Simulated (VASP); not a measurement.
Here is a VASP 6.6.1 calculation.

File INCAR:

```
SYSTEM = C
ALGO = Normal ; EDIFF = 1E-7
ENCUT = 520 ; GGA = PE
ISIF = 2 ; ISMEAR = 0
IVDW = 12 ; LASPH = .TRUE.
LCHARG = .FALSE. ; LREAL = .FALSE.
LWAVE = .FALSE. ; NBANDS = 11
NELM = 100 ; PREC = Accurate
SIGMA = 0.05
```

File KPOINTS:

```
k-points
0
G
  15 15 15
  0 0 0
```

POSCAR

```
C
1.0
    1.2324984681      0.7115833223      3.3613878357
   -1.2324984681      0.7115833223      3.3613878357
    0.0000000000     -1.4231666447      3.3613878357
C
2
Direct
    0.1642453654      0.1642453654      0.1642453654
    0.8357546346      0.8357546346      0.8357546346
```

Potentials or basis: VASP PAW PBE potentials, release 64 (C).

Command:

```sh
$ cat potpaw_PBE.64/C/POTCAR > POTCAR
$ mpirun -np 1 vasp_std > vasp.out
```

Q: Estimate the band gap on the k mesh.

A: 0.73 eV, direct.

Q: What does it give for the largest force?

A: 0.785 eV/Å.

Forces in eV/Å, atoms in the order of the input:
```
C    0.000  0.000  0.785
C    0.000  0.000 -0.785
```

Caveat: the cell differs from its parent crystal (mode 4 frozen in at -0.024 Å and mode 6 at +0.000 Å (largest displacements)). A k mesh can miss the band edges.
